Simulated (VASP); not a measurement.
# Cd3Se2S (P3m1) in VASP: single point with r2SCAN

Aim: the single point of Cd3Se2S with r2SCAN.

Everything below comes from runs of VASP 6.6.1. Logs are shortened: lines on timing, memory, paths and dates and some standing lists are left out, and cuts for length are marked.

## 1. The cell of the first run

Symmetry: P3m1, No. 156, trigonal system. Conventional cell: a = 4.316 Å, b = 4.316 Å, c = 10.586 Å, α = 90.00°, β = 90.00°, γ = 120.00°. Within 3.5 Å of Cd (site symmetry 3m) lie 4 Se at 2.66 to 2.68 Å. Cd (site symmetry 3m) has 3 S at 2.61 Å and 1 Se at 2.68 Å within 3.4 Å. Within 3.4 Å of Cd (site symmetry 3m) lie 1 S at 2.57 Å and 3 Se at 2.66 Å. Se (site symmetry 3m) has 4 Cd at 2.66 to 2.68 Å within 3.5 Å. Within 3.5 Å of Se (site symmetry 3m) lie 4 Cd at 2.66 to 2.68 Å. S (site symmetry 3m) has 4 Cd at 2.57 to 2.61 Å within 3.4 Å.

## 2. Single point, r2SCAN

File POSCAR:

```
Cd3Se2S
1.0
    4.3155830547      0.0000000000      0.0000000000
   -2.1577915274      3.7374045575      0.0000000000
    0.0000000000      0.0000000000     10.5861013924
Cd Se S
3 2 1
Direct
    0.0000000000      0.0000000000      1.0002903371
    0.3333333333      0.6666666667      0.6578385609
    0.6666666667      0.3333333333      0.3424175690
    0.3333333333      0.6666666667      0.9113255811
    0.0000000000      0.0000000000      0.2531820092
    0.6666666667      0.3333333333      0.5849459427
```

File INCAR.step1:

```
SYSTEM = Cd3Se2S
PREC = Accurate
ENCUT = 520
ISMEAR = 0
SIGMA = 0.02
LREAL = .FALSE.
LASPH = .TRUE.
NELM = 60
NBANDS = 36
GGA = PE
ALGO = Normal
EDIFF = 1E-4
LWAVE = .TRUE.
LCHARG = .FALSE.
```

File INCAR.step2:

```
SYSTEM = Cd3Se2S
PREC = Accurate
ENCUT = 520
EDIFF = 1E-7
ISMEAR = 0
SIGMA = 0.02
LREAL = .FALSE.
LASPH = .TRUE.
NELM = 60
ALGO = Normal
ISIF = 2
LWAVE = .FALSE.
LCHARG = .FALSE.
METAGGA = R2SCAN
LMIXTAU = .TRUE.
NBANDS = 36
ISTART = 1
```

File KPOINTS:

```
Automatic mesh
0
G
  12 12 4
  0 0 0
```

Potentials or basis: VASP PAW PBE potentials, release 64 (Cd, Se, S).

Run with:

```sh
> cat potpaw_PBE.64/Cd/POTCAR potpaw_PBE.64/Se/POTCAR potpaw_PBE.64/S/POTCAR > POTCAR
> cp INCAR.step1 INCAR
> mpirun -np 1 vasp_std > vasp.out
> cp INCAR.step2 INCAR
> mpirun -np 1 vasp_std > vasp.out
```

OUTCAR:

```text
SYSTEM = Cd3Se2S
   PREC = Accurate
   ENCUT = 520
   EDIFF = 1E-7
   ISMEAR = 0
   LREAL = .FALSE.
   LASPH = .TRUE.
   NELM = 60
   ISIF = 2
   METAGGA = R2SCAN
   ISTART = 1

 ion  position               nearest neighbor table
   1  0.000  0.000  0.000-   4 2.66   4 2.66   4 2.66   5 2.68
   2  0.333  0.667  0.658-   6 2.61   6 2.61   6 2.61   4 2.68
   3  0.667  0.333  0.342-   6 2.57   5 2.66   5 2.66   5 2.66
   4  0.333  0.667  0.911-   1 2.66   1 2.66   1 2.66   2 2.68
   5  0.000  0.000  0.253-   3 2.66   3 2.66   3 2.66   1 2.68
   6  0.667  0.333  0.585-   3 2.57   2 2.61   2 2.61   2 2.61

  LATTYP: Found a hexagonal cell.
 ALAT       =     4.3155830547
 C/A-ratio  =     2.4529944757

  Lattice vectors:

 A1 = (   4.3155830547,   0.0000000000,   0.0000000000)
 A2 = (  -2.1577915274,   3.7374045575,   0.0000000000)
 A3 = (   0.0000000000,   0.0000000000,  10.5861013924)

Analysis of symmetry for initial positions (statically):
=====================================================================
 Subroutine PRICEL returns:
 Original cell was already a primitive cell.

 Routine SETGRP: Setting up the symmetry group for a
 hexagonal supercell.

 Subroutine GETGRP returns: Found  6 space group operations
 (whereof  6 operations were pure point group operations)
 out of a pool of 24 trial point group operations.

The static configuration has the point symmetry C_3v.

Analysis of symmetry for dynamics (positions and initial velocities):
=====================================================================
 Subroutine PRICEL returns:
 Original cell was already a primitive cell.

 Routine SETGRP: Setting up the symmetry group for a
 hexagonal supercell.

 Subroutine GETGRP returns: Found  6 space group operations
 (whereof  6 operations were pure point group operations)
 out of a pool of 24 trial point group operations.

The dynamic configuration has the point symmetry C_3v.

 Subroutine INISYM returns: Found  6 space group operations
 (whereof  6 operations are pure point group operations),
 and found     1 'primitive' translations

----------------------------------------------------------------------------------------

                                     Primitive cell

  volume of cell :     170.7441

  direct lattice vectors                    reciprocal lattice vectors
     4.315583055  0.000000000  0.000000000     0.231718400  0.133782681  0.000000000
    -2.157791527  3.737404558  0.000000000     0.000000000  0.267565361  0.000000000
     0.000000000  0.000000000 10.586101392     0.000000000  0.000000000  0.094463482

  length of vectors
     4.315583055  4.315583055 10.586101392     0.267565361  0.267565361  0.094463482

  position of ions in fractional coordinates (direct lattice)
     0.000000000  0.000000000  0.000290337
     0.333333333  0.666666667  0.657838561
     0.666666667  0.333333333  0.342417569
     0.333333333  0.666666667  0.911325581
     0.000000000  0.000000000  0.253182009
     0.666666667  0.333333333  0.584945943

  ion indices of the primitive-cell ions
   primitive index   ion index
                 1           1
                 2           2
                 3           3
                 4           4
                 5           5
                 6           6

----------------------------------------------------------------------------------------

 KPOINTS: Automatic mesh

Automatic generation of k-mesh.
 Grid dimensions read from file:
 generate k-points for:   12   12    4

 Generating k-lattice:

  Cartesian coordinates                     Fractional coordinates (reciprocal lattice)
     0.019309867  0.011148557  0.000000000     0.083333333 -0.000000000  0.000000000
     0.000000000  0.022297113  0.000000000     0.000000000  0.083333333  0.000000000
     0.000000000  0.000000000  0.023615871     0.000000000  0.000000000  0.250000000

  Length of vectors
     0.022297113  0.022297113  0.023615871

  Shift w.r.t. Gamma in fractional coordinates (k-lattice)
     0.000000000  0.000000000  0.000000000

 Subroutine IBZKPT returns following result:
 ===========================================

 Found     69 irreducible k-points:

 Following reciprocal coordinates:
            Coordinates               Weight
  0.000000  0.000000  0.000000      1.000000
  0.083333 -0.000000  0.000000      6.000000
  0.166667 -0.000000  0.000000      6.000000
  0.250000 -0.000000  0.000000      6.000000
  0.333333 -0.000000  0.000000      6.000000
  0.416667 -0.000000  0.000000      6.000000
[... 16 lines left out ...]
  0.166667 -0.000000  0.250000      6.000000
  0.000000  0.166667  0.250000      6.000000
 [... further k-points ...]
   k-points           NKPTS =     69   k-points in BZ     NKDIM =     69   number of bands    NBANDS=     36
   number of dos      NEDOS =    301   number of ions     NIONS =      6
   total plane-waves  NPLWV =  81920
   dimension x,y,z NGX =    32 NGY =   32 NGZ =   80
   dimension x,y,z NGXF=    64 NGYF=   64 NGZF=  160
   ions per type =               3   2   1
   NGX,Y,Z   is equivalent  to a cutoff of  12.33, 12.33, 12.56 a.u.
   NGXF,Y,Z  is equivalent  to a cutoff of  24.65, 24.65, 25.13 a.u.
 SYSTEM =  Cd3Se2S
   PREC   = accura    normal or accurate (medium, high low for compatibility)
   ISTART =      1    job   : 0-new  1-cont  2-samecut
   ICHARG =      0    charge: 1-file 2-atom 10-const
   ISPIN  =      1    spin polarized calculation?
   LNONCOLLINEAR =      F non collinear calculations
   LSORBIT =      F    spin-orbit coupling
   LASPH  =      T    aspherical Exc in radial PAW
   ENCUT  =  520.0 eV  38.22 Ry    6.18 a.u.   8.02  8.02 19.68*2*pi/ulx,y,z
   NELM   =     60;   NELMIN=  2; NELMDL=  0     # of ELM steps
   EDIFF  = 0.1E-06   stopping-criterion for ELM
   LREAL  =      F    real-space projection
   EDIFFG = 0.1E-05   stopping-criterion for IOM
   NSW    =      0    number of steps for IOM
   IBRION =     -1    ionic relax: 0-MD 1-quasi-New 2-CG
   NFREE  =      0    steps in history (QN), initial steepest desc. (CG)
   ISIF   =      2    stress and relaxation
   ISYM   =      2    0-nonsym 1-usesym 2-fastsym
   POTIM  = 0.5000    time-step for ionic-motion
   TEBEG  =    0.0;   TEEND  =   0.0 temperature during run
   PSTRESS=    0.0 pullay stress
   NELECT =      54.0000    total number of electrons
   NUPDOWN=      -1.0000    fix difference up-down
   EMIN   =  10.00;   EMAX   =-10.00  energy-range for DOS
   EFERMI =   0.00;   METHOD = LEGACY
   ISMEAR =     0;   SIGMA  =   0.02  broadening in eV -4-tet -1-fermi 0-gaus
   EFERMI_NEDOS =   21; number of points for ismear=-14 and -15
   IALGO  =     38    algorithm
   IMIX   =      4    mixing-type and parameters
     AMIX     =   0.40;   BMIX     =  1.00
     AMIX_MAG =   1.60;   BMIX_MAG =  1.00
  volume/ion in A,a.u.               =      28.46       192.04
  Fermi-wavevector in a.u.,A,eV,Ry     =   1.115383  2.107769 16.926740  1.244080
  Thomas-Fermi vector in A             =   2.251988
   LORBIT       =      0    0 simple, 1 ext, 2 COOP (PROOUT), +10 PAW based schemes
   METAGGA = R2SCAN    functional components
   LHFCALC =     F    Hartree Fock is set to
   AEXX    =    0.0000 exact exchange contribution
   IVDW    =     0    specifies the selected vdW correction
   LEPSILON=     F    determine dielectric tensor
   LRPA    =     F    only Hartree local field effects (RPA)
 non-spin polarized calculation
 Gauss-broadening in eV      SIGMA  =   0.02
  energy-cutoff  :      520.00
  volume of cell :      170.74
 maximum number of plane-waves:      4620
   NGX = 17   NGY = 17   NGZ = 39

 number of electron      54.0000004 magnetization

 Free energy of the ion-electron system (eV)
  ---------------------------------------------------
  ext. energy  EPLUGINS =         0.00000000
  ---------------------------------------------------
  free energy    TOTEN  =      -101.46271620 eV

  energy without entropy =     -101.46271620  energy(sigma->0) =     -101.46271620

 E-fermi :   0.5413     XC(G=0):  -9.2746

 val. band max:        0.4475247417   @ k =   0.0000   0.0000   0.0000
 cond. band min:       1.4597403527   @ k =   0.0000   0.0000   0.0000
 fundamental gap:      1.0122156110
 Fermi energy:         0.5413053325

 k-point     1 :       0.0000    0.0000    0.0000
  band No.  band energies     occupation
      1     -12.3141      2.00000
      2     -12.0564      2.00000
      3     -12.0460      2.00000
      4      -7.6195      2.00000
      5      -7.6195      2.00000
      6      -7.5917      2.00000
[... 28 lines left out ...]
     35       7.4575      0.00000
     36       7.4575      0.00000

 k-point     2 :       0.0833   -0.0000    0.0000
  band No.  band energies     occupation
      1     -12.2934      2.00000
      2     -12.0434      2.00000
      3     -12.0339      2.00000
      4      -7.6101      2.00000
      5      -7.6057      2.00000
      6      -7.5840      2.00000
[... 28 lines left out ...]
     35       7.1431      0.00000
     36       7.5057      0.00000

 k-point     3 :       0.1667   -0.0000    0.0000
  band No.  band energies     occupation
      1     -12.2357      2.00000
      2     -12.0091      2.00000
      3     -12.0000      2.00000
      4      -7.5848      2.00000
      5      -7.5778      2.00000
      6      -7.5505      2.00000
[... 28 lines left out ...]
     35       7.3670      0.00000
     36       7.4058      0.00000
[... 742 lines left out ...]
 k-point    23 :       0.1667   -0.0000    0.2500
  band No.  band energies     occupation
      1     -12.2165      2.00000
      2     -12.0790      2.00000
      3     -11.9496      2.00000
      4      -7.5855      2.00000
      5      -7.5773      2.00000
      6      -7.5320      2.00000
[... 28 lines left out ...]
     35       7.3952      0.00000
     36       7.7924      0.00000

 k-point    24 :       0.0000    0.1667    0.2500
  band No.  band energies     occupation
      1     -12.2145      2.00000
      2     -12.0833      2.00000
      3     -11.9473      2.00000
      4      -7.5797      2.00000
      5      -7.5702      2.00000
      6      -7.5419      2.00000
[... 28 lines left out ...]
     35       7.6408      0.00000
     36       7.7191      0.00000

 [... further k-points ...]

------------------------ aborting loop because EDIFF is reached ----------------------------------------

  FORCE on cell =-STRESS in cart. coord.  units (eV):
  Direction    XX          YY          ZZ          XY          YZ          ZX
  --------------------------------------------------------------------------------------
  -------------------------------------------------------------------------------------
  Total       -1.3120650     -1.3120650     -1.3140999      0.0000000      0.0000000     -0.0000000
  in kB      -12.3117643    -12.3117643    -12.3308591      0.0000000      0.0000000     -0.0000000
  external PRESSURE =     -12.3181292 kB  Pullay stress =       0.0000000 kB

 VOLUME and BASIS-vectors are now :
 -----------------------------------------------------------------------------
  energy-cutoff  :      520.00
  volume of cell :      170.74
      direct lattice vectors                 reciprocal lattice vectors
     4.315583055  0.000000000  0.000000000     0.231718400  0.133782681  0.000000000
    -2.157791527  3.737404558  0.000000000     0.000000000  0.267565361  0.000000000
     0.000000000  0.000000000 10.586101392     0.000000000  0.000000000  0.094463482

 POSITION                                       TOTAL-FORCE (eV/Angst)
 -----------------------------------------------------------------------------------
      0.00000      0.00000      0.00307         0.000000      0.000000     -0.007410
     -0.00000      2.49160      6.96395        -0.000000      0.000000      0.015352
      2.15779      1.24580      3.62487         0.000000     -0.000000     -0.014317
     -0.00000      2.49160      9.64739        -0.000000      0.000000      0.003547
      0.00000      0.00000      2.68021        -0.000000      0.000000      0.005454
      2.15779      1.24580      6.19230        -0.000000      0.000000     -0.002625
 -----------------------------------------------------------------------------------
    total drift:                               -0.000008      0.000005      0.000454

  FREE ENERGIE OF THE ION-ELECTRON SYSTEM (eV)
  ---------------------------------------------------
  free  energy   TOTEN  =      -101.4627161966 eV

  energy  without entropy=     -101.4627161966  energy(sigma->0) =     -101.46271620
```

Wall time 9.8 min (1 thread of Intel Xeon 6975P-C (Granite Rapids), shared host); peak memory 0.56 GiB.

Results:

```yaml
Free_energy: -101.4627 eV
Pressure: -1.2 GPa
Largest_force: 0.015 eV/Å
Band_gap_on_the_k_mesh: 1.01 eV
```

Forces on the atoms (eV/Å):
```
Cd   0.000  0.000 -0.007
Cd   0.000  0.000  0.015
Cd   0.000  0.000 -0.014
Se   0.000  0.000  0.004
Se   0.000  0.000  0.005
S    0.000  0.000 -0.003
```

Levels at points of the mesh, in eV from the valence-band top:
```tsv
k point	band 23	band 24	band 25	band 26	band 27	band 28	band 29	band 30	band 31	band 32
(0.00, 0.00, 0.00)	-0.42	-0.42	-0.12	0.00	0.00	1.01	2.78	3.00	6.53	6.57
(0.50, 0.00, 0.00)	-1.85	-1.56	-1.46	-1.14	-0.90	3.51	3.75	3.83	4.19	5.93
(0.00, 0.00, 0.50)	-0.93	-0.31	-0.31	-0.09	-0.09	2.13	2.30	2.94	6.03	6.42
(0.50, 0.00, 0.50)	-2.00	-1.80	-1.40	-0.78	-0.72	2.87	3.90	4.14	4.72	4.93
```

Caveat: the PAW data sets were made with another functional, which shifts forces and pressure a little. A k mesh can miss the band edges.
